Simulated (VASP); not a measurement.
# Li15O8 (a cell with a defect) in VASP: further runs

Runs on Li15O8 (a cell with a defect). Level: LDA. Tasks: single point.

All numbers are computed with VASP 6.6.1; they aren't measurements. Logs are shortened: lines on timing, memory, paths and dates and some standing lists are left out, and cuts for length are marked.

## (1) The cell of the first run

The cell holds a defect, 23 atoms: a = 6.650 Å, b = 6.650 Å, c = 6.650 Å, α = 60.00°, β = 60.00°, γ = 60.00°.

## (2) Single point, LDA

The input, INCAR:

```
  ALGO = Fast
  EDIFF = 1E-6
  ENCUT = 520
  GGA = CA
  ISIF = 2
  ISMEAR = -1
  LASPH = T
  LCHARG = T
  LELF = T
  LREAL = Auto
  LVHAR = T
  LWAVE = F
  NBANDS = 64
  NELECT = 94.0
  NELM = 100
  PREC = Accurate
  SIGMA = 0.05
```

The input, KPOINTS:

```
k-points
0
Gamma
  2 2 2
```

The input, POSCAR:

```
Li15O8
1.0
    0.0000000000      4.7022000000      4.7022000000
    4.7022000000      0.0000000000      4.7022000000
    4.7022000000      4.7022000000      0.0000000000
Li O
15 8
Direct
    0.1250584833      0.1199757560      0.1459423249
    0.1332355068      0.1729403258      0.6174343924
    0.3087065629      0.4435796010      0.8905405980
    0.1788949853      0.6006762792      0.1979286292
    0.3904555315      0.8705924886      0.4037684488
    0.1783739526      0.6242503509      0.5228510059
    0.3458700183      0.8952936923      0.8680298584
    0.5475947429      0.1600314746      0.1445706265
    0.8752924163      0.3215728808      0.4132959040
    0.5739228446      0.1577772107      0.6543107482
    0.8853728042      0.3558972396      0.9115733061
    0.6202203224      0.6436348943      0.1161371273
    0.8740589511      0.8506869125      0.3709327549
    0.6400195653      0.6193058568      0.6296839777
    0.8824911743      0.8503998129      0.8837671728
    0.0432138148     -0.0360256901      0.0381523542
    0.0321870614     -0.0010739654      0.5040938284
   -0.0229998724      0.4761919952      0.0447343797
   -0.0335055931      0.4844009187      0.5289757986
    0.4931096083     -0.0237761048      0.0314958955
    0.5169069797      0.0029135298      0.5266471014
    0.5000319000      0.5013716984      0.0131321509
    0.4809025563      0.4979158692      0.5521458041
```

Potentials or basis: VASP PAW LDA potentials, release 64 (Li_sv, O).

Command:

```
$ cat potpaw_LDA.64/Li_sv/POTCAR potpaw_LDA.64/O/POTCAR > POTCAR
$ mpirun -np 1 vasp_std > vasp.out
```

OUTCAR:

```text
EDIFF = 1E-6
   ENCUT = 520
   GGA = CA
   ISIF = 2
   ISMEAR = -1
   LASPH = T
   LREAL = Auto
   NELECT = 94.0
   NELM = 100
   PREC = Accurate

 ion  position               nearest neighbor table
   1  0.125  0.120  0.146-  16 1.89  18 1.94  17 1.95  20 2.00   9 2.22  11 2.23   7 2.38   3 2.43
                            13 2.46   5 2.46
   2  0.133  0.173  0.617-  19 1.73  21 2.10  17 2.12   7 2.20   9 2.25  11 2.27   5 2.44
   3  0.309  0.444  0.891-  18 1.86  23 1.88  22 2.07   8 2.33   4 2.34   1 2.43  14 2.44  10 2.46
                             6 2.51
   4  0.179  0.601  0.198-  22 1.81  19 1.93  16 2.00  13 2.10   6 2.24   7 2.31   3 2.34
   5  0.390  0.871  0.404-  17 1.95  23 2.03  20 2.03  21 2.07   8 2.16  14 2.24   6 2.28  12 2.43
                             2 2.44   1 2.46
   6  0.178  0.624  0.523-  23 1.82  19 2.02  17 2.13  13 2.20   4 2.24   5 2.28   3 2.51
   7  0.346  0.895  0.868-  16 1.69  21 1.89  20 2.15  22 2.15   2 2.20   4 2.31  10 2.32   1 2.38
                            14 2.43  12 2.46
   8  0.548  0.160  0.145-  22 1.89  20 1.96  21 2.15   5 2.16   3 2.33  11 2.56
   9  0.875  0.322  0.413-  17 1.78  18 2.01  19 2.02  23 2.17   1 2.22  10 2.24   2 2.25  14 2.44

  10  0.574  0.158  0.654-  23 1.86  21 1.87  20 2.08   9 2.24   7 2.32   3 2.46  15 2.56
  11  0.885  0.356  0.912-  18 1.88  22 2.10  19 2.10  16 2.13   1 2.23   2 2.27  12 2.33  14 2.48
                             8 2.56
  12  0.620  0.644  0.116-  20 1.81  18 1.96  22 1.99  15 2.21  11 2.33   5 2.43   7 2.46
  13  0.874  0.851  0.371-  16 1.85  21 1.98  19 2.00   4 2.10  14 2.20   6 2.20   1 2.46
  14  0.640  0.619  0.630-  19 1.78  23 1.96  22 2.08  21 2.09  13 2.20   5 2.24   7 2.43   9 2.44
                             3 2.44  11 2.48
  15  0.882  0.850  0.884-  18 2.04  17 2.08  20 2.12  12 2.21  10 2.56
  16  0.043  0.964  0.038-   7 1.69  13 1.85   1 1.89   4 2.00  11 2.13
  17  0.032  0.999  0.504-   9 1.78   5 1.95   1 1.95  15 2.08   2 2.12   6 2.13
  18  0.977  0.476  0.045-   3 1.86  11 1.88   1 1.94  12 1.96   9 2.01  15 2.04
  19  0.966  0.484  0.529-   2 1.73  14 1.78   4 1.93  13 2.00   6 2.02   9 2.02  11 2.10
  20  0.493  0.976  0.031-  12 1.81   8 1.96   1 2.00   5 2.03  10 2.08  15 2.12   7 2.15
  21  0.517  0.003  0.527-  10 1.87   7 1.89  13 1.98   5 2.07  14 2.09   2 2.10   8 2.15
  22  0.500  0.501  0.013-   4 1.81   8 1.89  12 1.99   3 2.07  14 2.08  11 2.10   7 2.15
  23  0.481  0.498  0.552-   6 1.82  10 1.86   3 1.88  14 1.96   5 2.03   9 2.17

  LATTYP: Found a face centered cubic cell.
 ALAT       =     9.4044000000

  Lattice vectors:

 A1 = (   0.0000000000,   4.7022000000,   4.7022000000)
 A2 = (   4.7022000000,   0.0000000000,   4.7022000000)
 A3 = (   4.7022000000,   4.7022000000,   0.0000000000)

Analysis of symmetry for initial positions (statically):
=====================================================================
 Subroutine PRICEL returns:
 Original cell was already a primitive cell.

 Routine SETGRP: Setting up the symmetry group for a
 face centered cubic supercell.

 Subroutine GETGRP returns: Found  1 space group operations
 (whereof  1 operations were pure point group operations)
 out of a pool of 48 trial point group operations.

The static configuration has the point symmetry C_1 .

Analysis of symmetry for dynamics (positions and initial velocities):
=====================================================================
 Subroutine PRICEL returns:
 Original cell was already a primitive cell.

 Routine SETGRP: Setting up the symmetry group for a
 face centered cubic supercell.

 Subroutine GETGRP returns: Found  1 space group operations
 (whereof  1 operations were pure point group operations)
 out of a pool of 48 trial point group operations.

The dynamic configuration has the point symmetry C_1 .

 Subroutine INISYM returns: Found  1 space group operations
 (whereof  1 operations are pure point group operations),
 and found     1 'primitive' translations

----------------------------------------------------------------------------------------

                                     Primitive cell

  volume of cell :     207.9377

  direct lattice vectors                    reciprocal lattice vectors
     0.000000000  4.702200000  4.702200000    -0.106333206  0.106333206  0.106333206
     4.702200000  0.000000000  4.702200000     0.106333206 -0.106333206  0.106333206
     4.702200000  4.702200000  0.000000000     0.106333206  0.106333206 -0.106333206

  length of vectors
     6.649915013  6.649915013  6.649915013     0.184174515  0.184174515  0.184174515

  position of ions in fractional coordinates (direct lattice)
[... 58 lines left out ...]
 Generating k-lattice:

  Cartesian coordinates                     Fractional coordinates (reciprocal lattice)
    -0.053166603  0.053166603  0.053166603     0.500000000  0.000000000  0.000000000
     0.053166603 -0.053166603  0.053166603     0.000000000  0.500000000  0.000000000
     0.053166603  0.053166603 -0.053166603     0.000000000  0.000000000  0.500000000

  Length of vectors
     0.092087257  0.092087257  0.092087257

  Shift w.r.t. Gamma in fractional coordinates (k-lattice)
     0.000000000  0.000000000  0.000000000

 Subroutine IBZKPT returns following result:
 ===========================================

 Found      8 irreducible k-points:

 Following reciprocal coordinates:
            Coordinates               Weight
  0.000000  0.000000  0.000000      1.000000
  0.500000  0.000000  0.000000      1.000000
  0.000000  0.500000  0.000000      1.000000
  0.000000  0.000000  0.500000      1.000000
  0.500000  0.500000  0.500000      1.000000
  0.500000  0.500000  0.000000      1.000000
  0.000000  0.500000  0.500000      1.000000
  0.500000  0.000000  0.500000      1.000000
   k-points           NKPTS =      8   k-points in BZ     NKDIM =      8   number of bands    NBANDS=     64
   number of dos      NEDOS =    301   number of ions     NIONS =     23
   total plane-waves  NPLWV = 125000
   dimension x,y,z NGX =    50 NGY =   50 NGZ =   50
   dimension x,y,z NGXF=   100 NGYF=  100 NGZF=  100
   ions per type =              15   8
   NGX,Y,Z   is equivalent  to a cutoff of  12.50, 12.50, 12.50 a.u.
   NGXF,Y,Z  is equivalent  to a cutoff of  25.00, 25.00, 25.00 a.u.
 SYSTEM =  unknown system
   PREC   = accura    normal or accurate (medium, high low for compatibility)
   ISTART =      0    job   : 0-new  1-cont  2-samecut
   ICHARG =      2    charge: 1-file 2-atom 10-const
   ISPIN  =      1    spin polarized calculation?
   LNONCOLLINEAR =      F non collinear calculations
   LSORBIT =      F    spin-orbit coupling
   LASPH  =      T    aspherical Exc in radial PAW
   ENCUT  =  520.0 eV  38.22 Ry    6.18 a.u.  12.36 12.36 12.36*2*pi/ulx,y,z
   NELM   =    100;   NELMIN=  2; NELMDL= -5     # of ELM steps
   EDIFF  = 0.1E-05   stopping-criterion for ELM
   LREAL  =      T    real-space projection
   EDIFFG = 0.1E-04   stopping-criterion for IOM
   NSW    =      0    number of steps for IOM
   IBRION =     -1    ionic relax: 0-MD 1-quasi-New 2-CG
   NFREE  =      0    steps in history (QN), initial steepest desc. (CG)
   ISIF   =      2    stress and relaxation
   ISYM   =      2    0-nonsym 1-usesym 2-fastsym
   POTIM  = 0.5000    time-step for ionic-motion
   TEBEG  =    0.0;   TEEND  =   0.0 temperature during run
   PSTRESS=    0.0 pullay stress
   NELECT =      94.0000    total number of electrons
   NUPDOWN=      -1.0000    fix difference up-down
   EMIN   =  10.00;   EMAX   =-10.00  energy-range for DOS
   EFERMI =   0.00;   METHOD = LEGACY
   ISMEAR =    -1;   SIGMA  =   0.05  broadening in eV -4-tet -1-fermi 0-gaus
   EFERMI_NEDOS =   21; number of points for ismear=-14 and -15
   IALGO  =     68    algorithm
   IMIX   =      4    mixing-type and parameters
     AMIX     =   0.40;   BMIX     =  1.00
     AMIX_MAG =   1.60;   BMIX_MAG =  1.00
  volume/ion in A,a.u.               =       9.04        61.01
  Fermi-wavevector in a.u.,A,eV,Ry     =   1.256434  2.374316 21.478517  1.578626
  Thomas-Fermi vector in A             =   2.390142
   LORBIT       =      0    0 simple, 1 ext, 2 COOP (PROOUT), +10 PAW based schemes
   GGA     = CA    functional components
   LHFCALC =     F    Hartree Fock is set to
   AEXX    =    0.0000 exact exchange contribution
   IVDW    =     0    specifies the selected vdW correction
   LEPSILON=     F    determine dielectric tensor
   LRPA    =     F    only Hartree local field effects (RPA)
 non-spin polarized calculation
 RMM-DIIS sequential band-by-band and
  energy-cutoff  :      520.00
  volume of cell :      207.94
 maximum number of plane-waves:      5601
 NGX is ok and might be reduce to    50
   NGX = 25   NGY = 25   NGZ = 25

 number of electron      93.9999999 magnetization

 Free energy of the ion-electron system (eV)
  ---------------------------------------------------
  ext. energy  EPLUGINS =         0.00000000
  ---------------------------------------------------
  free energy    TOTEN  =      -116.47168518 eV

  energy without entropy =     -116.47168518  energy(sigma->0) =     -116.47168518

 E-fermi :   2.1024     XC(G=0):  -9.8887

 val. band max:        0.8612278322   @ k =   0.0000   0.0000   0.0000
 cond. band min:       5.1214827969   @ k =   0.0000   0.0000   0.0000
 fundamental gap:      4.2602549647
 Fermi energy:         2.1024005735

 k-point     1 :       0.0000    0.0000    0.0000
  band No.  band energies     occupation
      1     -41.9389      2.00000
      2     -41.7667      2.00000
      3     -41.6669      2.00000
      4     -41.6271      2.00000
      5     -41.5644      2.00000
      6     -41.4935      2.00000
[... 485 lines left out ...]
     58       9.9936      0.00000
     59      10.2870      0.00000
 [bands above 59 left out]

------------------------ aborting loop because EDIFF is reached ----------------------------------------

  FORCE on cell =-STRESS in cart. coord.  units (eV):
  Direction    XX          YY          ZZ          XY          YZ          ZX
  --------------------------------------------------------------------------------------
  -------------------------------------------------------------------------------------
  Total       -1.6048882     -1.7806054     -2.6583067     -1.0338511      1.3302432     -2.0497643
  in kB      -12.3657958    -13.7197119    -20.4824725     -7.9659081     10.2496333    -15.7936031
  external PRESSURE =     -15.5226601 kB  Pullay stress =       0.0000000 kB

 VOLUME and BASIS-vectors are now :
 -----------------------------------------------------------------------------
  energy-cutoff  :      520.00
  volume of cell :      207.94
      direct lattice vectors                 reciprocal lattice vectors
     0.000000000  4.702200000  4.702200000    -0.106333206  0.106333206  0.106333206
     4.702200000  0.000000000  4.702200000     0.106333206 -0.106333206  0.106333206
     4.702200000  4.702200000  0.000000000     0.106333206  0.106333206 -0.106333206

 POSITION                                       TOTAL-FORCE (eV/Angst)
 -----------------------------------------------------------------------------------
      1.25040      1.27430      1.15220        -0.200853      0.555322     -0.001257
      3.71650      3.52980      1.43970        -1.045221      0.522511     -0.227480
      6.27330      5.63910      3.53740        -0.176470     -0.025289      0.352191
      3.75520      1.77190      3.66570        -0.716626     -0.512377     -0.362448
      5.99230      3.73460      5.92970         0.083418     -0.009378     -0.474945
      5.39390      3.29730      3.77410         0.536564      0.728772     -0.344334
[... 15 lines left out ...]
      2.41930      2.41300      4.70880        -0.457902     -0.397267      0.115634
      4.93760      4.85760      4.60260         0.069314     -0.112933      0.791894
 -----------------------------------------------------------------------------------
    total drift:                                0.004799      0.004658     -0.002691

  FREE ENERGIE OF THE ION-ELECTRON SYSTEM (eV)
  ---------------------------------------------------
  free  energy   TOTEN  =      -116.4716851835 eV

  energy  without entropy=     -116.4716851835  energy(sigma->0) =     -116.47168518
```

It took 4 min on 1 thread of Intel Xeon Platinum 8488C (Sapphire Rapids), shared host; peak memory 0.28 GiB.

What came out:

- Free energy: -116.4717 eV
- Largest force: 1.776 eV/Å

Forces in eV/Å, atoms in the order of the input:
```
Li  -0.201  0.555 -0.001
Li  -1.045  0.523 -0.227
Li  -0.176 -0.025  0.352
Li  -0.717 -0.512 -0.362
Li   0.083 -0.009 -0.475
Li   0.537  0.729 -0.344
Li  -0.941  1.393  0.573
Li   0.349  0.568  0.575
Li   0.740 -0.902  0.858
Li  -0.247 -0.106 -0.265
Li   0.256 -0.510 -0.279
Li  -0.316  0.425 -0.984
Li   1.272 -0.695 -0.033
Li   0.562  0.204 -0.875
Li  -0.084  0.290  0.372
O    0.632 -1.262 -0.722
O   -0.279  0.501 -0.716
O    0.001 -0.153  0.195
O    0.480  0.166  1.521
O    0.493  0.013  0.884
O   -1.010 -0.680 -0.954
O   -0.458 -0.397  0.116
O    0.069 -0.113  0.792
```

Levels at points of the mesh, in eV from the Fermi level:
```tsv
k point	band 44	band 45	band 46	band 47	band 48	band 49	band 50	band 51
(0.00, 0.00, 0.00)	-1.61	-1.48	-1.41	-1.24	3.02	3.27	3.34	3.81
(0.50, 0.00, 0.00)	-1.79	-1.59	-1.48	-1.28	4.28	4.30	4.55	4.97
(0.00, 0.50, 0.00)	-1.79	-1.70	-1.52	-1.34	4.18	4.42	4.59	4.64
(0.00, 0.00, 0.50)	-1.66	-1.61	-1.55	-1.53	4.26	4.50	4.62	4.72
(0.50, 0.50, 0.50)	-1.79	-1.70	-1.54	-1.40	4.36	4.46	4.69	4.85
(0.50, 0.50, 0.00)	-1.89	-1.75	-1.64	-1.45	4.02	4.16	5.03	5.22
(0.00, 0.50, 0.50)	-1.82	-1.77	-1.63	-1.45	3.95	4.18	4.99	5.14
(0.50, 0.00, 0.50)	-1.92	-1.79	-1.70	-1.64	4.11	4.26	4.89	5.28
```

Caveat: the k points lie up to 0.58 Å⁻¹ apart; the cell carries a net charge on a neutralising background, which shifts energy and pressure; the cell is charged against a uniform background, so pressure and absolute levels hang on convention; the cutoff is under 1.25 times the usual one of these potentials, so pressure, stress and relaxed cells hold a basis-set (Pulay) error.

## (3) Single point, LDA

The input, INCAR:

```
SYSTEM = Li15O8
  PREC = Accurate
  ENCUT = 520
  EDIFF = 1E-6
  ISMEAR = -1
  SIGMA = 0.05
  LREAL = Auto
  LASPH = .True.
  NELM = 100
  ALGO = Fast
  ISIF = 2
  LWAVE = .False.
  LCHARG = .False.
  GGA = CA
  NBANDS = 64
  NELECT = 94.0
```

The input, KPOINTS:

```
Automatic mesh
0
Gamma
  2 2 2
  0 0 0
```

The input, POSCAR:

```
Li15O8
1.0
    0.0000000000      4.7022000000      4.7022000000
    4.7022000000      0.0000000000      4.7022000000
    4.7022000000      4.7022000000      0.0000000000
Li O
15 8
Direct
    0.1238569180      0.1311301093      0.2006932925
    0.1447620263      0.0789843052      0.6559270129
    0.3719641870      0.3755795160      0.8393198928
    0.2992748075      0.3509314789      0.3049955340
    0.4222810599      0.8668389265      0.4073306112
    0.1627004381      0.6699736294      0.5516247714
    0.4120518055      0.8330675003      0.9286823189
    0.5972098167      0.1846795117      0.0589723959
    0.8879673344      0.5502743397      0.3165539535
    0.6652524350      0.1208264217      0.5699778827
    0.8926247289      0.4183148314      0.8782059462
    0.5949342861      0.5314108290      0.2272553273
    0.9134554039      0.8466356174      0.3262196419
    0.6511632853      0.6317043086      0.6523754838
    0.8766428480      0.8725596529      0.9193675301
   -0.0274446004      0.0331653269      0.0157692144
    0.0363234231     -0.0239037046      0.5363446897
    0.0198949428      0.4901003785      0.0460103781
   -0.0318255285      0.5279549998      0.5310811960
    0.4935030411     -0.0116222194      0.0568988984
    0.4580515503     -0.0063906257      0.5519437710
    0.5098039216      0.5138020501      0.0154821148
    0.5179596784      0.5406511846      0.5049870273
```

Potentials or basis: VASP PAW LDA potentials, release 64 (Li_sv, O).

Command:

```
$ cat potpaw_LDA.64/Li_sv/POTCAR potpaw_LDA.64/O/POTCAR > POTCAR
$ mpirun -np 1 vasp_std > vasp.out
```

Wall time 4.6 min (1 thread of Intel Xeon Platinum 8488C (Sapphire Rapids), shared host); peak memory 0.29 GiB.

It converged, with:

```
Free energy   : -114.7432 eV
Largest force : 2.696 eV/Å
```

Forces in eV/Å, atoms in the order of the input:
```
Li  -0.254 -0.537  0.215
Li   1.577 -0.091 -0.808
Li   0.813 -0.372 -0.152
Li   1.037 -0.198  0.078
Li  -0.576 -0.983 -0.337
Li  -0.207  0.585 -0.611
Li   0.989 -1.080  0.253
Li  -0.396  1.618  1.189
Li  -0.959 -0.802 -1.383
Li   0.219  0.265  0.077
Li  -0.310  0.713 -0.474
Li  -0.669 -0.473  1.055
Li   0.620 -0.154  0.591
Li   0.809 -0.654 -1.385
Li  -0.744  0.158 -0.208
O    0.134 -0.359  0.070
O    0.174 -1.157 -0.534
O   -1.070 -0.593 -0.211
O   -0.151  1.610  1.522
O   -0.219 -0.856  0.472
O   -0.016  1.346  2.335
O   -0.910  0.753 -0.548
O    0.106  1.263 -1.205
```

Levels at points of the mesh, in eV from the Fermi level:
| k point | band 45 | band 46 | band 47 | band 48 | band 49 | band 50 |
| --- | --- | --- | --- | --- | --- | --- |
| (0.00, 0.00, 0.00) | -1.62 | -1.37 | -1.29 | 2.73 | 3.15 | 3.28 |
| (0.50, 0.00, 0.00) | -1.87 | -1.69 | -1.38 | 3.83 | 4.04 | 4.32 |
| (0.00, 0.50, 0.00) | -1.68 | -1.56 | -1.44 | 3.85 | 4.04 | 4.35 |
| (0.00, 0.00, 0.50) | -1.84 | -1.42 | -1.36 | 3.70 | 4.01 | 4.29 |
| (0.50, 0.50, 0.50) | -1.67 | -1.59 | -1.41 | 3.76 | 4.02 | 4.25 |
| (0.50, 0.50, 0.00) | -1.84 | -1.67 | -1.54 | 3.83 | 3.96 | 4.59 |
| (0.00, 0.50, 0.50) | -1.76 | -1.69 | -1.55 | 3.65 | 3.90 | 4.47 |
| (0.50, 0.00, 0.50) | -1.80 | -1.59 | -1.43 | 3.71 | 4.00 | 4.62 |

Caveat: the k points lie up to 0.58 Å⁻¹ apart; the cell carries a net charge on a neutralising background, which shifts energy and pressure; the cell is charged against a uniform background, so pressure and absolute levels hang on convention; the cutoff is under 1.25 times the usual one of these potentials, so pressure, stress and relaxed cells hold a basis-set (Pulay) error.

[end of part 1 of 2]
